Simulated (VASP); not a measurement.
Input of a VASP 6.6.1 run:

Contents of INCAR:

```
PREC = Accurate
ENCUT = 520
EDIFF = 1E-6
ISMEAR = 0
SIGMA = 0.15
LREAL = False
LASPH = True
NELM = 100
ALGO = Normal
ISIF = 2
LWAVE = False
LCHARG = False
GGA = PS
NBANDS = 20
```

The input KPOINTS:

```
Automatic mesh
0
Gamma
  18 18 10
```

POSCAR

```
Ta2N
1.0
    3.1582510241      0.0000000000      0.0000000000
   -1.5791255120      2.7351256184      0.0000000000
    0.0000000000      0.0000000000      4.9492873801
Ta N
2 1
Direct
    0.6666666667      0.3333333333      0.7463700642
    0.3333333333      0.6666666667      0.2536299358
    0.0000000000      0.0000000000      0.0000000000
```

Potentials or basis: VASP PAW PBE potentials, release 64 (Ta_pv, N).

Run with:

```console
$ cat potpaw_PBE.64/Ta_pv/POTCAR potpaw_PBE.64/N/POTCAR > POTCAR
$ mpirun -np 1 vasp_std > vasp.out
```

**Question.** Estimate the largest force.

**Answer.** 0.382 eV/Å.

**Question.** Estimate the pressure.

**Answer.** -19.3 GPa.

**Question.** Predict the band gap on the k mesh.

**Answer.** Zero (an odd number of electrons rules out a gap without spin polarisation).

Forces in eV/Å, atoms in the order of the input:
```
Ta   0.000  0.000  0.382
Ta   0.000  0.000 -0.382
N    0.000  0.000  0.000
```

Caveat: the cell stands under tension; the PAW data sets were made with another functional, which shifts forces and pressure a little; spin-orbit coupling is left out, which moves the levels of the heavy elements.
